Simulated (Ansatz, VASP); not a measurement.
Two plane-wave programs on Ba2C

Contents of POSCAR:

```
Ba2C
1.0
    0.0000000000      3.5066490074      3.5066490074
    3.5515341147      0.0000000000      3.5066490074
    3.5515341147      3.5066490074      0.0000000000
C Ba
1 2
Direct
    0.0000000000      0.0000000000      0.0000000000
    0.2500000000      0.2500000000      0.2500000000
    0.7500000000      0.7500000000      0.7500000000
```

File INCAR.step1:

```
SYSTEM = Ba2C
  PREC = Accurate
  ENCUT = 520
  ISMEAR = -1
  SIGMA = 0.02
  LREAL = .FALSE.
  LASPH = .TRUE.
  NELM = 100
  NBANDS = 19
  GGA = PE
  ALGO = Normal
  EDIFF = 1E-4
  LWAVE = .TRUE.
  LCHARG = .FALSE.
```

The input INCAR.step2:

```
SYSTEM = Ba2C
  PREC = Accurate
  ENCUT = 520
  EDIFF = 1E-6
  ISMEAR = -1
  SIGMA = 0.02
  LREAL = .FALSE.
  LASPH = .TRUE.
  NELM = 100
  ALGO = Normal
  ISIF = 2
  LWAVE = .FALSE.
  LCHARG = .FALSE.
  METAGGA = R2SCAN
  LMIXTAU = .TRUE.
  NBANDS = 19
  ISTART = 1
```

KPOINTS

```
regular mesh
0
G
  6 6 6
  0 0 0
```

Input for Ansatz:

```yaml
crystal:
  lattice:
    - [0.0, 3.5066490074, 3.5066490074]
    - [3.5515341147, 0.0, 3.5066490074]
    - [3.5515341147, 3.5066490074, 0.0]
  atoms:
    - { symbol: C, position: [0.0, 0.0, 0.0] }
    - { symbol: Ba, position: [0.25, 0.25, 0.25] }
    - { symbol: Ba, position: [0.75, 0.75, 0.75] }
kpoints:
  mp_grid: { grid: [6, 6, 6] }
  band_path:
    path:
      - [0.0, 0.0, 0.0]
      - [0.5, 0.0, 0.5]
      - [0.625, 0.25, 0.625]
      - [0.375, 0.375, 0.75]
      - [0.5, 0.5, 0.5]
      - [0.5, 0.25, 0.75]
      - [-0.5, -0.025391, 0.474609]
      - [0.0, 0.330729, -0.330729]
    npoints: 1
hamiltonian:
  xc: r2scan
scf:
  occupations: { method: fermi_dirac, width: 0.02 }
  n_extra_bands: 4
output:
  forces: true
  stress: true
  eigenvalues: true
```

Change from the starting cell: uniaxial_x strain +1.3%.

Alike in both runs: task single point; functional r2SCAN; k mesh 6 × 6 × 6; occupations fermi-dirac, width 0.02 eV; no spin polarisation.

```csv
,VASP,Ansatz
version,VASP 6.6.1,Ansatz 0.2.0
potentials or method,"VASP PAW PBE potentials, release 64 (C, Ba_sv)","plane waves, PAW"
plane-wave cutoff (eV),520,500
valence electrons in the cell,24,24
```

VASP gave:

- pressure (GPa): 0.8
- traceless stress, the component that is largest in VASP (GPa): -0.71

Question: What did Ansatz give for the same quantities?

Answer: Pressure (GPa): -0.5; traceless stress, the component that is largest in VASP (GPa): -0.67.

VASP's potentials were made for PBE, not for r2SCAN. The functional is the same, so the differences come from potentials, cutoffs and numerics.

Spin-orbit coupling is off throughout.
